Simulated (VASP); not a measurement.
# As in VASP: density of states with PBE+D3(BJ)

Aim: the density of states of As with PBE+D3(BJ).

Program: VASP 6.6.1. These are calculated values, not measurements. Logs are shortened: lines on timing, memory, paths and dates and some standing lists are left out, and cuts for length are marked.

## 1. The cell of the first run

The cell holds a sheet with vacuum, 4 atoms: a = 3.580 Å, b = 3.580 Å, c = 35.373 Å, α = 90.00°, β = 90.00°, γ = 120.00°.

## 2. Density of states, PBE+D3(BJ)

Contents of POSCAR:

```
As
1.0
    3.5796493893     -0.0000002749      0.0000000000
   -1.7898244566      3.1000674452      0.0000000000
    0.0000000000      0.0000000000     35.3725712000
As
4
Direct
    0.6666666667      0.3333333333      0.2404303786
    0.3333333333      0.6666666667      0.2009880868
    0.6666666667      0.3333333333      0.3644217582
    0.3333333333      0.6666666667      0.3249794664
```

Contents of INCAR.step1:

```
SYSTEM = As
  PREC = Accurate
  ENCUT = 520
  EDIFF = 1E-6
  ISMEAR = 0
  SIGMA = 0.02
  LREAL = .FALSE.
  LASPH = .TRUE.
  NELM = 80
  ALGO = Normal
  ISIF = 2
  LWAVE = .FALSE.
  LCHARG = .TRUE.
  LDIPOL = .TRUE.
  IDIPOL = 3
  DIPOL = 0.5 0.5 0.283
  GGA = PE
  IVDW = 12
  NBANDS = 18
```

Contents of KPOINTS.step1:

```
Automatic mesh
0
G
  12 12 1
  0 0 0
```

Contents of INCAR.step2:

```
SYSTEM = As
  PREC = Accurate
  ENCUT = 520
  EDIFF = 1E-6
  ISMEAR = -5
  SIGMA = 0.02
  LREAL = .FALSE.
  LASPH = .TRUE.
  NELM = 80
  ALGO = Normal
  ISIF = 2
  LWAVE = .FALSE.
  LCHARG = .FALSE.
  LDIPOL = .TRUE.
  IDIPOL = 3
  DIPOL = 0.5 0.5 0.283
  GGA = PE
  IVDW = 12
  LORBIT = 10
  NEDOS = 2001
  ICHARG = 11
```

Contents of KPOINTS.step2:

```
Automatic mesh
0
G
  18 18 1
  0 0 0
```

Potentials or basis: VASP PAW PBE potentials, release 64 (As).

Command:

```
> cat potpaw_PBE.64/As/POTCAR > POTCAR
> cp INCAR.step1 INCAR
> cp KPOINTS.step1 KPOINTS
> mpirun -np 1 vasp_std > vasp.out
> cp INCAR.step2 INCAR
> cp KPOINTS.step2 KPOINTS
> mpirun -np 1 vasp_std > vasp.out
```

OUTCAR:

```text
SYSTEM = As
   PREC = Accurate
   ENCUT = 520
   EDIFF = 1E-6
   ISMEAR = -5
   LREAL = .FALSE.
   LASPH = .TRUE.
   NELM = 80
   ISIF = 2
   GGA = PE
   IVDW = 12
   LORBIT = 10
   ICHARG = 11
 IVDW          = 12

 ion  position               nearest neighbor table
   1  0.667  0.333  0.240-   2 2.49   2 2.49   2 2.49
   2  0.333  0.667  0.201-   1 2.49   1 2.49   1 2.49
   3  0.667  0.333  0.364-   4 2.49   4 2.49   4 2.49
   4  0.333  0.667  0.325-   3 2.49   3 2.49   3 2.49

  LATTYP: Found a hexagonal cell.
 ALAT       =     3.5796493893
 C/A-ratio  =     9.8815742418

  Lattice vectors:

 A1 = (   3.5796493893,  -0.0000002749,   0.0000000000)
 A2 = (  -1.7898244566,   3.1000674452,   0.0000000000)
 A3 = (   0.0000000000,   0.0000000000,  35.3725712000)

Analysis of symmetry for initial positions (statically):
=====================================================================
 Subroutine PRICEL returns:
 Original cell was already a primitive cell.

 Routine SETGRP: Setting up the symmetry group for a
 hexagonal supercell.

 Subroutine GETGRP returns: Found 12 space group operations
 (whereof  6 operations were pure point group operations)
 out of a pool of 24 trial point group operations.

The static configuration has the point symmetry C_3v.
 The point group associated with its full space group is D_3d.

Analysis of symmetry for dynamics (positions and initial velocities):
=====================================================================
 Subroutine PRICEL returns:
 Original cell was already a primitive cell.

 Routine SETGRP: Setting up the symmetry group for a
 hexagonal supercell.

 Subroutine GETGRP returns: Found 12 space group operations
 (whereof  6 operations were pure point group operations)
 out of a pool of 24 trial point group operations.

The dynamic configuration has the point symmetry C_3v.
 The point group associated with its full space group is D_3d.

 Subroutine INISYM returns: Found 12 space group operations
 (whereof  6 operations are pure point group operations),
 and found     1 'primitive' translations

----------------------------------------------------------------------------------------

                                     Primitive cell

  volume of cell :     392.5349

  direct lattice vectors                    reciprocal lattice vectors
     3.579649389 -0.000000275  0.000000000     0.279356980  0.161286799  0.000000000
    -1.789824457  3.100067445  0.000000000     0.000000025  0.322573641  0.000000000
     0.000000000  0.000000000 35.372571200     0.000000000  0.000000000  0.028270492

  length of vectors
     3.579649389  3.579649389 35.372571200     0.322573641  0.322573641  0.028270492

  position of ions in fractional coordinates (direct lattice)
     0.666666667  0.333333333  0.240430379
     0.333333333  0.666666667  0.200988087
     0.666666667  0.333333333  0.364421758
     0.333333333  0.666666667  0.324979466

  ion indices of the primitive-cell ions
   primitive index   ion index
                 1           1
                 2           2
                 3           3
                 4           4

----------------------------------------------------------------------------------------

 KPOINTS: Automatic mesh

Automatic generation of k-mesh.
 Grid dimensions read from file:
 generate k-points for:   18   18    1

 Generating k-lattice:

  Cartesian coordinates                     Fractional coordinates (reciprocal lattice)
     0.015519832  0.008960378  0.000000000     0.055555556 -0.000000000  0.000000000
     0.000000001  0.017920758  0.000000000     0.000000000  0.055555556  0.000000000
     0.000000000  0.000000000  0.028270492     0.000000000  0.000000000  1.000000000

  Length of vectors
     0.017920758  0.017920758  0.028270492

  Shift w.r.t. Gamma in fractional coordinates (k-lattice)
     0.000000000  0.000000000  0.000000000

 TETIRR: Found    169 inequivalent tetrahedra from     1944

 Subroutine IBZKPT returns following result:
 ===========================================

 Found     37 irreducible k-points:

 Following reciprocal coordinates:
            Coordinates               Weight
  0.000000  0.000000  0.000000      1.000000
  0.055556  0.000000  0.000000      6.000000
  0.111111  0.000000  0.000000      6.000000
  0.166667  0.000000  0.000000      6.000000
  0.222222  0.000000  0.000000      6.000000
  0.277778  0.000000  0.000000      6.000000
[... 16 lines left out ...]
  0.333333  0.111111  0.000000     12.000000
  0.388889  0.111111  0.000000     12.000000
 [... further k-points ...]
   k-points           NKPTS =     37   k-points in BZ     NKDIM =     37   number of bands    NBANDS=     14
   number of dos      NEDOS =   2001   number of ions     NIONS =      4
   total plane-waves  NPLWV = 211680
   dimension x,y,z NGX =    28 NGY =   28 NGZ =  270
   dimension x,y,z NGXF=    56 NGYF=   56 NGZF=  540
   ions per type =               4
   NGX,Y,Z   is equivalent  to a cutoff of  13.00, 13.00, 12.69 a.u.
   NGXF,Y,Z  is equivalent  to a cutoff of  26.01, 26.01, 25.38 a.u.
 SYSTEM =  As
   PREC   = accura    normal or accurate (medium, high low for compatibility)
   ISTART =      0    job   : 0-new  1-cont  2-samecut
   ICHARG =     11    charge: 1-file 2-atom 10-const
   ISPIN  =      1    spin polarized calculation?
   LNONCOLLINEAR =      F non collinear calculations
   LSORBIT =      F    spin-orbit coupling
   LASPH  =      T    aspherical Exc in radial PAW
   ENCUT  =  520.0 eV  38.22 Ry    6.18 a.u.   6.66  6.66 65.77*2*pi/ulx,y,z
   NELM   =     80;   NELMIN=  2; NELMDL=  0     # of ELM steps
   EDIFF  = 0.1E-05   stopping-criterion for ELM
   LREAL  =      F    real-space projection
   EDIFFG = 0.1E-04   stopping-criterion for IOM
   NSW    =      0    number of steps for IOM
   IBRION =     -1    ionic relax: 0-MD 1-quasi-New 2-CG
   NFREE  =      0    steps in history (QN), initial steepest desc. (CG)
   ISIF   =      2    stress and relaxation
   ISYM   =      2    0-nonsym 1-usesym 2-fastsym
   POTIM  = 0.5000    time-step for ionic-motion
   TEBEG  =    0.0;   TEEND  =   0.0 temperature during run
   PSTRESS=    0.0 pullay stress
   NELECT =      20.0000    total number of electrons
   NUPDOWN=      -1.0000    fix difference up-down
   EMIN   =  10.00;   EMAX   =-10.00  energy-range for DOS
   EFERMI =   0.00;   METHOD = LEGACY
   ISMEAR =    -5;   SIGMA  =   0.02  broadening in eV -4-tet -1-fermi 0-gaus
   EFERMI_NEDOS =   21; number of points for ismear=-14 and -15
   IALGO  =     38    algorithm
   IMIX   =      4    mixing-type and parameters
     AMIX     =   0.40;   BMIX     =  1.00
     AMIX_MAG =   1.60;   BMIX_MAG =  1.00
  volume/ion in A,a.u.               =      98.13       662.24
  Fermi-wavevector in a.u.,A,eV,Ry     =   0.606912  1.146897  5.011592  0.368342
  Thomas-Fermi vector in A             =   1.661180
   LORBIT       =     10    0 simple, 1 ext, 2 COOP (PROOUT), +10 PAW based schemes
   GGA     = PE    functional components
   LHFCALC =     F    Hartree Fock is set to
   AEXX    =    0.0000 exact exchange contribution
   IVDW    =    12    specifies the selected vdW correction
   LEPSILON=     F    determine dielectric tensor
   LRPA    =     F    only Hartree local field effects (RPA)
 non-spin polarized calculation
 Fermi weights with tetrahedron method with Bloechl corrections
  energy-cutoff  :      520.00
  volume of cell :      392.53
 maximum number of plane-waves:     10691
 NGX is ok and might be reduce to    28

 number of electron      20.0000001 magnetization

 dipolmoment           0.000000      0.000000      0.000125 electrons x Angstroem

 Free energy of the ion-electron system (eV)
  ---------------------------------------------------
  ext. energy  EPLUGINS =         0.00000000
  ---------------------------------------------------
  free energy    TOTEN  =       -18.61908267 eV

  energy without entropy =      -18.61908267  energy(sigma->0) =      -18.61908267

 E-fermi :  -2.6835     XC(G=0):  -2.6638

 val. band max:       -2.6845167299   @ k =   0.0556   0.0556   0.0000
 cond. band min:      -1.9938291544   @ k =   0.3333   0.0000   0.0000
 fundamental gap:      0.6906875755
 Fermi energy:        -2.6834629976

 k-point     1 :       0.0000    0.0000    0.0000
  band No.  band energies     occupation
      1     -16.9203      2.00000
      2     -16.7456      2.00000
      3     -10.9546      2.00000
      4     -10.0159      2.00000
      5      -4.5787      2.00000
      6      -3.2650      2.00000
      7      -3.2650      2.00000
      8      -3.1388      2.00000
      9      -3.1388      2.00000
     10      -2.8682      2.00000
     11      -1.2937      0.00000
     12      -0.4916      0.00000
     13       0.2987      0.00000
     14       0.3148      0.00000

 k-point     2 :       0.0556    0.0000    0.0000
  band No.  band energies     occupation
      1     -16.8783      2.00000
      2     -16.7039      2.00000
      3     -10.9374      2.00000
      4     -10.0159      2.00000
      5      -4.5799      2.00000
      6      -3.7563      2.00000
      7      -3.6219      2.00000
      8      -3.3666      2.00000
      9      -3.2364      2.00000
     10      -2.7334      2.00000
     11      -0.8717      0.00000
     12      -0.2798      0.00000
     13       0.2224      0.00000
     14       0.2963      0.00000

 k-point     3 :       0.1111    0.0000    0.0000
  band No.  band energies     occupation
      1     -16.7530      2.00000
      2     -16.5791      2.00000
      3     -10.8926      2.00000
      4     -10.0272      2.00000
      5      -4.8319      2.00000
      6      -4.5826      2.00000
      7      -4.2183      2.00000
      8      -3.6263      2.00000
      9      -3.4873      2.00000
     10      -2.6940      2.00000
     11      -0.6507      0.00000
     12      -0.3249      0.00000
     13       0.3175      0.00000
     14       0.5898      0.00000
[... 324 lines left out ...]
 k-point    23 :       0.3333    0.1111    0.0000
  band No.  band energies     occupation
      1     -14.9109      2.00000
      2     -14.7533      2.00000
      3     -11.7341      2.00000
      4     -11.7282      2.00000
      5      -7.2572      2.00000
      6      -6.6002      2.00000
      7      -5.7375      2.00000
      8      -5.6401      2.00000
      9      -4.5217      2.00000
     10      -4.0985      2.00000
     11      -1.2119      0.00000
     12      -0.3738      0.00000
     13       0.0760      0.00000
     14       0.4287      0.00000

 k-point    24 :       0.3889    0.1111    0.0000
  band No.  band energies     occupation
      1     -14.4887      2.00000
      2     -14.3389      2.00000
      3     -12.2407      2.00000
      4     -12.1771      2.00000
      5      -7.1676      2.00000
      6      -6.6555      2.00000
      7      -5.7619      2.00000
      8      -5.5242      2.00000
      9      -5.0162      2.00000
     10      -4.3427      2.00000
     11      -1.0055      0.00000
     12      -0.3868      0.00000
     13      -0.2386      0.00000
     14       0.2078      0.00000

 [... further k-points ...]

------------------------ aborting loop because EDIFF is reached ----------------------------------------

 vacuum level on the upper side and lower side of the slab       (xc-potential included)        -0.005        -0.008

 Edisp (eV)   -1.12879

 E8    (eV) :    -0.4951

  FORCE on cell =-STRESS in cart. coord.  units (eV):
  Direction    XX          YY          ZZ          XY          YZ          ZX
  --------------------------------------------------------------------------------------
  -------------------------------------------------------------------------------------
  Total       0.16533     0.16533     0.24551    -0.00000    -0.00000    -0.00000
  in kB       0.67483     0.67483     1.00206    -0.00000    -0.00000    -0.00000
  external pressure =        0.78 kB  Pullay stress =        0.00 kB

 VOLUME and BASIS-vectors are now :
 -----------------------------------------------------------------------------
  energy-cutoff  :      520.00
  volume of cell :      392.53
      direct lattice vectors                 reciprocal lattice vectors
     3.579649389 -0.000000275  0.000000000     0.279356980  0.161286799  0.000000000
    -1.789824457  3.100067445  0.000000000     0.000000025  0.322573641  0.000000000
     0.000000000  0.000000000 35.372571200     0.000000000  0.000000000  0.028270492

 POSITION                                       TOTAL-FORCE (eV/Angst)
 -----------------------------------------------------------------------------------
      1.78982      1.03336      8.50464        -0.000000      0.000000      0.092620
      0.00000      2.06671      7.10947         0.000000      0.000000     -0.092242
      1.78982      1.03336     12.89053        -0.000000     -0.000000      0.092242
      0.00000      2.06671     11.49536         0.000000      0.000000     -0.092620
 -----------------------------------------------------------------------------------
    total drift:                               -0.000000     -0.000000      0.005475

  FREE ENERGIE OF THE ION-ELECTRON SYSTEM (eV)
  ---------------------------------------------------
  free  energy   TOTEN  =       -19.7478726281 eV

  energy  without entropy=      -19.7478726281  energy(sigma->0) =      -19.74787263

 vacuum level on the upper side and lower side of the slab         2.153         2.151

 total charge

# of ion       s       p       d       tot
------------------------------------------
    1        1.297   1.375   0.045   2.717
    2        1.295   1.380   0.043   2.718
    3        1.295   1.380   0.043   2.718
    4        1.297   1.375   0.045   2.717
--------------------------------------------------
tot          5.184   5.510   0.176  10.870
```

Wall time 7.5 min (1 thread of Intel Xeon Platinum 8375C at 2.90GHz (Ice Lake), shared host); peak memory 0.53 GiB.

What came out:

- Valence electrons inside the program's atomic spheres: As 2.72
- Dispersion energy per atom: -0.282 eV

Levels at points of the mesh, in eV from the valence-band top:
| k point | band 6 | band 7 | band 8 | band 9 | band 10 | band 11 | band 12 | band 13 | band 14 |
| --- | --- | --- | --- | --- | --- | --- | --- | --- | --- |
| (0.00, 0.00, 0.00) | -0.58 | -0.58 | -0.45 | -0.45 | -0.18 | 1.39 | 2.19 | 2.98 | 3.00 |
| (0.50, 0.00, 0.00) | -3.66 | -2.61 | -2.53 | -2.36 | -1.81 | 1.22 | 1.33 | 2.38 | 3.44 |
